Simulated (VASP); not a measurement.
Input of a VASP 6.6.1 run:

Contents of INCAR:

```
SYSTEM = Be
PREC = Accurate
ENCUT = 600
EDIFF = 1E-7
ISMEAR = 0
SIGMA = 0.1
LREAL = .FALSE.
LASPH = .TRUE.
NELM = 80
ALGO = Fast
ISIF = 4
LWAVE = .FALSE.
LCHARG = .FALSE.
GGA = CA
IBRION = 2
NSW = 50
EDIFFG = -0.01
```

KPOINTS

```
regular mesh
0
G
  21 21 12
  0 0 0
```

The input POSCAR:

```
Be
1.0
    2.1556883574      0.0000000000      0.0000000000
   -1.0778441787      1.8668808802      0.0000000000
    0.0000000000      0.0000000000      3.4127705503
Be
2
Direct
    0.3333333333      0.6666666667      0.2500000000
    0.6666666667      0.3333333333      0.7500000000
```

Potentials or basis: VASP PAW LDA potentials, release 64 (Be).

Launch:

```bash
$ cat potpaw_LDA.64/Be/POTCAR > POTCAR
$ mpirun -np 1 vasp_std > vasp.out
```

(1) What does it give for the band gap on the k mesh?

Answers

(1) zero (band 2 reaches 8.98 eV, above the bottom of band 3 at 6.76 eV).
